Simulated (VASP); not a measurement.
A run of VASP 6.6.1:

File INCAR:

```
PREC = Accurate ; ENCUT = 600
EDIFF = 1E-6 ; ISMEAR = 0
SIGMA = 0.1 ; LREAL = False
LASPH = True ; NELM = 60
ALGO = Normal ; ISIF = 3
LWAVE = False ; LCHARG = False
GGA = PE ; IBRION = 2
NSW = 90 ; EDIFFG = -0.04
```

KPOINTS

```
Automatic mesh
0
Gamma
  6 6 4
```

POSCAR

```
OsC3
1.0
    4.2718705209      0.0000000000      0.0000000000
   -2.1359352605      3.6995483928      0.0000000000
    0.0000000000      0.0000000000      5.6677789716
Os C
2 6
Direct
    0.0000000000      0.0000000000      0.0000000000
    0.0000000000      0.0000000000      0.5000000000
    0.3333333333      0.0000000000      0.2500000000
    0.0000000000      0.3333333333      0.2500000000
    0.6666666667      0.6666666667      0.2500000000
    0.6666666667      0.0000000000      0.7500000000
    0.3333333333      0.3333333333      0.7500000000
    0.0000000000      0.6666666667      0.7500000000
```

Potentials or basis: VASP PAW PBE potentials, release 64 (Os, C).

Launch:

```sh
$ cat potpaw_PBE.64/Os/POTCAR potpaw_PBE.64/C/POTCAR > POTCAR
$ mpirun -np 1 vasp_std > vasp.out
```

Hardware: 1 thread of Intel(R) Xeon(R) Platinum 8375C CPU @ 2.90GHz (Ice Lake), on a shared host.

**Question.** Estimate the wall time of this run.

**Answer.** Run time: 10 min on 1 thread of Intel(R) Xeon(R) Platinum 8375C CPU @ 2.90GHz (Ice Lake) (shared host), peak memory 0.28 GiB. Counts: scf iterations 149, k points 21, ion steps 18.
